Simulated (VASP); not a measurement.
# In3Se (Cmmm) in VASP: further runs

In3Se is run at these levels: PBEsol+D3(BJ); tasks: single point.

Everything below comes from runs of VASP 6.6.1. Logs are shortened: lines on timing, memory, paths and dates and some standing lists are left out, and cuts for length are marked.

### Step 1. The cell of the first run

Symmetry: Cmmm, No. 65, orthorhombic system. Conventional cell: a = 5.271 Å, b = 6.731 Å, c = 4.588 Å, α = 90.00°, β = 90.00°, γ = 90.00°. In (site symmetry 2/m) has 8 In at 2.64 to 3.37 Å and 4 Se at 3.14 Å within 3.5 Å. Within 3.5 Å of In (site symmetry mmm) lie 4 Se at 2.64 to 3.37 Å and 8 In at 3.14 Å. Within 3.5 Å of Se (site symmetry mmm) lie 12 In at 2.64 to 3.37 Å.

### Step 2. Single point, PBEsol+D3(BJ)

INCAR reads:

```
ALGO     = Normal         # electronic algorithm
EDIFF    = 1E-6           # SCF threshold, eV
ENCUT    = 500            # plane-wave cutoff, eV
GGA      = PS             # functional
GGA_COMPAT= F            
ISIF     = 2              # what is computed and relaxed
ISMEAR   = 0              # smearing method
IVDW     = 12             # dispersion correction
LASPH    = T              # aspherical terms in the spheres
LCHARG   = F              # write CHGCAR
LREAL    = F              # projectors in reciprocal space
LWAVE    = F              # write WAVECAR
NBANDS   = 30             # bands
NELM     = 120            # most SCF steps
PREC     = Accurate       # precision mode
SIGMA    = 0.15           # smearing width, eV
```

KPOINTS reads:

```
k-points
0
Gamma
  10 10 10
```

POSCAR reads:

```
In3Se
1.0
    4.2435767801     -0.5161106895      0.0000000000
   -0.5161106895      4.2435767801      0.0000000000
    0.0000000000      0.0000000000      4.5876505731
In Se
3 1
Direct
    0.0000000000      0.5000000000      0.5000000000
    0.5000000000      0.0000000000      0.5000000000
    0.5000000000      0.5000000000      0.0000000000
    0.0000000000      0.0000000000      0.0000000000
```

Potentials or basis: VASP PAW PBE potentials, release 64 (In_d, Se).

Launch:

```sh
cat potpaw_PBE.64/In_d/POTCAR potpaw_PBE.64/Se/POTCAR > POTCAR
mpirun -np 1 vasp_std > vasp.out
```

OUTCAR:

```text
EDIFF = 1E-6
   ENCUT = 500
   GGA = PS
   ISIF = 2
   ISMEAR = 0
   IVDW = 12
   LASPH = T
   LREAL = F
   NELM = 120
   PREC = Accurate
 IVDW          = 12

 ion  position               nearest neighbor table
   1  0.000  0.500  0.500-   2 2.64   2 2.64   4 3.14   3 3.14   4 3.14   4 3.14   4 3.14   3 3.14
                             3 3.14   3 3.14   2 3.37   2 3.37
   2  0.500  0.000  0.500-   1 2.64   1 2.64   4 3.14   3 3.14   4 3.14   3 3.14   3 3.14   4 3.14
                             4 3.14   3 3.14   1 3.37   1 3.37
   3  0.500  0.500  0.000-   4 2.64   4 2.64   1 3.14   1 3.14   2 3.14   2 3.14   2 3.14   1 3.14
                             1 3.14   2 3.14   4 3.37   4 3.37
   4  0.000  0.000  0.000-   3 2.64   3 2.64   1 3.14   1 3.14   2 3.14   1 3.14   1 3.14   2 3.14
                             2 3.14   2 3.14   3 3.37   3 3.37

  LATTYP: Found a base centered orthorhombic cell.
 ALAT       =     5.2714330986
 B/A-ratio  =     1.2769230769
 C/A-ratio  =     0.8702852692

  Lattice vectors:

 A1 = (   4.2435767801,  -0.5161106895,   0.0000000000)
 A2 = (  -0.5161106895,   4.2435767801,   0.0000000000)
 A3 = (   0.0000000000,   0.0000000000,   4.5876505731)

Analysis of symmetry for initial positions (statically):
=====================================================================
 Subroutine PRICEL returns:
 Original cell was already a primitive cell.

 Routine SETGRP: Setting up the symmetry group for a
 base centered orthorhombic supercell.

 Subroutine GETGRP returns: Found  8 space group operations
 (whereof  8 operations were pure point group operations)
 out of a pool of  8 trial point group operations.

The static configuration has the point symmetry D_2h.

Analysis of symmetry for dynamics (positions and initial velocities):
=====================================================================
 Subroutine PRICEL returns:
 Original cell was already a primitive cell.

 Routine SETGRP: Setting up the symmetry group for a
 base centered orthorhombic supercell.

 Subroutine GETGRP returns: Found  8 space group operations
 (whereof  8 operations were pure point group operations)
 out of a pool of  8 trial point group operations.

The dynamic configuration has the point symmetry D_2h.

 Subroutine INISYM returns: Found  8 space group operations
 (whereof  8 operations are pure point group operations),
 and found     1 'primitive' translations

----------------------------------------------------------------------------------------

                                     Primitive cell

  volume of cell :      81.3921

  direct lattice vectors                    reciprocal lattice vectors
     4.243576780 -0.516110690  0.000000000     0.239188297  0.029090469  0.000000000
    -0.516110690  4.243576780  0.000000000     0.029090469  0.239188297  0.000000000
     0.000000000  0.000000000  4.587650573     0.000000000  0.000000000  0.217976497

  length of vectors
     4.274846679  4.274846679  4.587650573     0.240950818  0.240950818  0.217976497

  position of ions in fractional coordinates (direct lattice)
     1.000000000  0.500000000  0.500000000
     0.500000000  1.000000000  0.500000000
     0.500000000  0.500000000  0.000000000
     0.000000000  0.000000000  0.000000000

  ion indices of the primitive-cell ions
   primitive index   ion index
                 1           1
                 2           2
                 3           3
                 4           4

----------------------------------------------------------------------------------------

 KPOINTS: k-points

Automatic generation of k-mesh.
 Grid dimensions read from file:
 generate k-points for:   10   10   10

 Generating k-lattice:

  Cartesian coordinates                     Fractional coordinates (reciprocal lattice)
     0.023918830  0.002909047  0.000000000     0.100000000  0.000000000  0.000000000
     0.002909047  0.023918830  0.000000000     0.000000000  0.100000000  0.000000000
     0.000000000  0.000000000  0.021797650     0.000000000  0.000000000  0.100000000

  Length of vectors
     0.024095082  0.024095082  0.021797650

  Shift w.r.t. Gamma in fractional coordinates (k-lattice)
     0.000000000  0.000000000  0.000000000

 Subroutine IBZKPT returns following result:
 ===========================================

 Found    186 irreducible k-points:

 Following reciprocal coordinates:
            Coordinates               Weight
  0.000000  0.000000  0.000000      1.000000
  0.100000 -0.000000  0.000000      4.000000
  0.200000 -0.000000  0.000000      4.000000
  0.300000  0.000000  0.000000      4.000000
  0.400000  0.000000  0.000000      4.000000
  0.500000 -0.000000  0.000000      2.000000
[... 16 lines left out ...]
  0.300000  0.300000  0.000000      2.000000
  0.400000  0.300000  0.000000      4.000000
 [... further k-points ...]
   k-points           NKPTS =    186   k-points in BZ     NKDIM =    186   number of bands    NBANDS=     30
   number of dos      NEDOS =    301   number of ions     NIONS =      4
   total plane-waves  NPLWV =  36864
   dimension x,y,z NGX =    32 NGY =   32 NGZ =   36
   dimension x,y,z NGXF=    64 NGYF=   64 NGZF=   72
   ions per type =               3   1
   NGX,Y,Z   is equivalent  to a cutoff of  12.44, 12.44, 13.05 a.u.
   NGXF,Y,Z  is equivalent  to a cutoff of  24.89, 24.89, 26.09 a.u.
 SYSTEM =  unknown system
   PREC   = accura    normal or accurate (medium, high low for compatibility)
   ISTART =      0    job   : 0-new  1-cont  2-samecut
   ICHARG =      2    charge: 1-file 2-atom 10-const
   ISPIN  =      1    spin polarized calculation?
   LNONCOLLINEAR =      F non collinear calculations
   LSORBIT =      F    spin-orbit coupling
   LASPH  =      T    aspherical Exc in radial PAW
   ENCUT  =  500.0 eV  36.75 Ry    6.06 a.u.   7.79  7.79  8.36*2*pi/ulx,y,z
   NELM   =    120;   NELMIN=  2; NELMDL= -5     # of ELM steps
   EDIFF  = 0.1E-05   stopping-criterion for ELM
   LREAL  =      F    real-space projection
   EDIFFG = 0.1E-04   stopping-criterion for IOM
   NSW    =      0    number of steps for IOM
   IBRION =     -1    ionic relax: 0-MD 1-quasi-New 2-CG
   NFREE  =      0    steps in history (QN), initial steepest desc. (CG)
   ISIF   =      2    stress and relaxation
   ISYM   =      2    0-nonsym 1-usesym 2-fastsym
   POTIM  = 0.5000    time-step for ionic-motion
   TEBEG  =    0.0;   TEEND  =   0.0 temperature during run
   PSTRESS=    0.0 pullay stress
   NELECT =      45.0000    total number of electrons
   NUPDOWN=      -1.0000    fix difference up-down
   EMIN   =  10.00;   EMAX   =-10.00  energy-range for DOS
   EFERMI =   0.00;   METHOD = LEGACY
   ISMEAR =     0;   SIGMA  =   0.15  broadening in eV -4-tet -1-fermi 0-gaus
   EFERMI_NEDOS =   21; number of points for ismear=-14 and -15
   IALGO  =     38    algorithm
   IMIX   =      4    mixing-type and parameters
     AMIX     =   0.40;   BMIX     =  1.00
     AMIX_MAG =   1.60;   BMIX_MAG =  1.00
  volume/ion in A,a.u.               =      20.35       137.32
  Fermi-wavevector in a.u.,A,eV,Ry     =   1.343646  2.539123 24.563746  1.805384
  Thomas-Fermi vector in A             =   2.471703
   LORBIT       =      0    0 simple, 1 ext, 2 COOP (PROOUT), +10 PAW based schemes
   GGA     = PS    functional components
   LHFCALC =     F    Hartree Fock is set to
   AEXX    =    0.0000 exact exchange contribution
   IVDW    =    12    specifies the selected vdW correction
   LEPSILON=     F    determine dielectric tensor
   LRPA    =     F    only Hartree local field effects (RPA)
 non-spin polarized calculation
 Gauss-broadening in eV      SIGMA  =   0.15
  energy-cutoff  :      500.00
  volume of cell :       81.39
 maximum number of plane-waves:      2089
   NGX = 15   NGY = 15   NGZ = 17

 number of electron      44.9999973 magnetization

 Free energy of the ion-electron system (eV)
  ---------------------------------------------------
  ext. energy  EPLUGINS =         0.00000000
  ---------------------------------------------------
  free energy    TOTEN  =       -11.64278047 eV

  energy without entropy =      -11.62489575  energy(sigma->0) =      -11.63383811

 E-fermi :   9.7015     XC(G=0): -11.3661

 val. band max:        9.6979963973   @ k =  -0.2000   0.1000   0.2000
 cond. band min:       9.7079873518   @ k =  -0.3000   0.1000   0.0000
 fundamental gap:      0.0099909545
 Fermi energy:         9.7014699414

 k-point     1 :       0.0000    0.0000    0.0000
  band No.  band energies     occupation
      1      -6.3857      2.00000
      2      -6.1991      2.00000
      3      -5.9194      2.00000
      4      -5.6613      2.00000
      5      -5.6243      2.00000
      6      -5.5690      2.00000
[... 22 lines left out ...]
     29      16.3721      0.00000
     30      16.5990      0.00000

 k-point     2 :       0.1000   -0.0000    0.0000
  band No.  band energies     occupation
      1      -6.3461      2.00000
      2      -6.1579      2.00000
      3      -5.9011      2.00000
      4      -5.6365      2.00000
      5      -5.6186      2.00000
      6      -5.5583      2.00000
[... 22 lines left out ...]
     29      16.6490      0.00000
     30      16.6746      0.00000

 k-point     3 :       0.2000   -0.0000    0.0000
  band No.  band energies     occupation
      1      -6.2305      2.00000
      2      -6.0418      2.00000
      3      -5.8487      2.00000
      4      -5.6034      2.00000
      5      -5.5706      2.00000
      6      -5.5297      2.00000
[... 22 lines left out ...]
     29      16.0886      0.00000
     30      16.3909      0.00000

 k-point     4 :       0.3000    0.0000    0.0000
  band No.  band energies     occupation
      1      -6.0482      2.00000
      2      -5.8712      2.00000
      3      -5.7720      2.00000
      4      -5.5800      2.00000
      5      -5.5190      2.00000
      6      -5.4647      2.00000
[... 616 lines left out ...]
     29      15.0106      0.00000
     30      17.2646      0.00000

 k-point    23 :       0.3000    0.3000    0.0000
  band No.  band energies     occupation
      1      -5.7426      2.00000
      2      -5.6227      2.00000
      3      -5.5735      2.00000
      4      -5.5238      2.00000
      5      -5.5000      2.00000
      6      -5.4920      2.00000
[... 22 lines left out ...]
     29      16.2795      0.00000
     30      16.4264      0.00000

 k-point    24 :       0.4000    0.3000    0.0000
  band No.  band energies     occupation
      1      -5.9683      2.00000
      2      -5.7643      2.00000
      3      -5.6230      2.00000
      4      -5.5456      2.00000
      5      -5.4927      2.00000
      6      -5.4249      2.00000
[... 22 lines left out ...]
     29      15.6354      0.00000
     30      17.0424      0.00000

 [... further k-points ...]

------------------------ aborting loop because EDIFF is reached ----------------------------------------

 Edisp (eV)   -1.76190

 E8    (eV) :    -1.2404

  FORCE on cell =-STRESS in cart. coord.  units (eV):
  Direction    XX          YY          ZZ          XY          YZ          ZX
  --------------------------------------------------------------------------------------
  -------------------------------------------------------------------------------------
  Total       9.82539     9.82539     5.81619     6.78269     0.00000     0.00000
  in kB     193.40947   193.40947   114.48986   133.51503     0.00000     0.00000
  external pressure =      167.10 kB  Pullay stress =        0.00 kB

 VOLUME and BASIS-vectors are now :
 -----------------------------------------------------------------------------
  energy-cutoff  :      500.00
  volume of cell :       81.39
      direct lattice vectors                 reciprocal lattice vectors
     4.243576780 -0.516110690  0.000000000     0.239188297  0.029090469  0.000000000
    -0.516110690  4.243576780  0.000000000     0.029090469  0.239188297  0.000000000
     0.000000000  0.000000000  4.587650573     0.000000000  0.000000000  0.217976497

 POSITION                                       TOTAL-FORCE (eV/Angst)
 -----------------------------------------------------------------------------------
     -0.25806      2.12179      2.29383        -0.000000      0.000000      0.000000
      2.12179     -0.25806      2.29383        -0.000000      0.000000      0.000000
      1.86373      1.86373      0.00000         0.000000      0.000000      0.000000
      0.00000      0.00000      0.00000        -0.000000      0.000000      0.000000
 -----------------------------------------------------------------------------------
    total drift:                                0.000000     -0.000000     -0.000000

  FREE ENERGIE OF THE ION-ELECTRON SYSTEM (eV)
  ---------------------------------------------------
  free  energy   TOTEN  =       -13.4046833809 eV

  energy  without entropy=      -13.3867986619  energy(sigma->0) =      -13.39574102
```

Wall time 7.7 min (1 thread of Oxide Virtual Turin-like, shared host); peak memory 0.42 GiB.

What came out:

```
Free energy                : -13.4047 eV
Pressure                   : 16.7 GPa
Band gap on the k mesh     : zero (an odd number of electrons rules out a gap without spin polarisation)
Dispersion energy per atom : -0.440 eV
```

Stress tensor (GPa, compression positive):
```
19.34 13.35  0.00
13.35 19.34  0.00
 0.00  0.00 11.45
```

Caveat: the stress differs along the axes, from 11 to 19 GPa; the PAW data sets were made with another functional, which shifts forces and pressure a little; spin-orbit coupling is left out, which moves the levels of the heavy elements.

(Part 1 of 2 ends here.)
